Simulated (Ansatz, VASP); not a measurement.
**One calculation of ZrB2, two programs**

INCAR

```
SYSTEM = ZrB2
PREC = Accurate ; ENCUT = 520
EDIFF = 1E-8 ; ISMEAR = -1
SIGMA = 0.03 ; LREAL = .FALSE.
LASPH = .TRUE. ; NELM = 60
ALGO = Normal ; ISIF = 2
LWAVE = .FALSE. ; LCHARG = .FALSE.
GGA = CA ; LEFG = .TRUE.
NBANDS = 16
```

Contents of KPOINTS:

```
regular mesh
0
G
  13 13 10
  0 0 0
```

The input POSCAR:

```
ZrB2
1.0
    3.1544144627      0.0000000000      0.0000000000
   -1.5772072314      2.7318030588      0.0000000000
    0.0000000000      0.0000000000      3.5082273368
Zr B
1 2
Direct
    0.0000000000      0.0000000000      0.0000000000
    0.3333333333      0.6666666667      0.5000000000
    0.6666666667      0.3333333333      0.5000000000
```

Input for Ansatz:

```yaml
crystal:
  lattice:
    - [3.1544144627, 0.0, 0.0]
    - [-1.5772072314, 2.7318030588, 0.0]
    - [0.0, 0.0, 3.5082273368]
  atoms:
    - { symbol: Zr, position: [0.0, 0.0, 0.0] }
    - { symbol: B, position: [0.3333333333, 0.6666666667, 0.5] }
    - { symbol: B, position: [0.6666666667, 0.3333333333, 0.5] }
kpoints:
  mp_grid: { grid: [13, 13, 10] }
scf:
  occupations: { method: fermi_dirac, width: 0.03 }
hamiltonian:
  xc: lda
  pseudopotentials: { kind: all_electron, datasets: crystal }
output:
  forces: true
  stress: true
  eigenvalues: true
  efg: { contact_densities: true }
```

Change from the starting cell: volume scaled by 0.99, crystal datasets.

Alike in both runs: task electric field gradients; functional LDA; k mesh 13 × 13 × 10; occupations fermi-dirac, width 0.03 eV; no spin polarisation.

|  | VASP | Ansatz |
| --- | --- | --- |
| version | VASP 6.6.1 | Ansatz 0.2.0 |
| potentials or method | VASP PAW LDA potentials, release 64 (Zr_sv, B), cutoff 520 eV | all-electron PAW with datasets made for the crystal, scalar-relativistic |

Ansatz gave:

```
pressure (GPa)                                                : -4.9
traceless stress, the component that is largest in VASP (GPa) : 0.73
size of Vzz on the site where it differs most (V/Å²)          : 47.5
```

Question: Estimate VASP's values.

Answer: Pressure (GPa): -4.4; traceless stress, the component that is largest in VASP (GPa): 0.73; size of Vzz on the site where it differs most (V/Å²): 44.7.

LDA's correlation is that of Perdew and Zunger in VASP and of Perdew and Wang (1992) in Ansatz. Ansatz ran all-electron here, and VASP with PAW potentials.
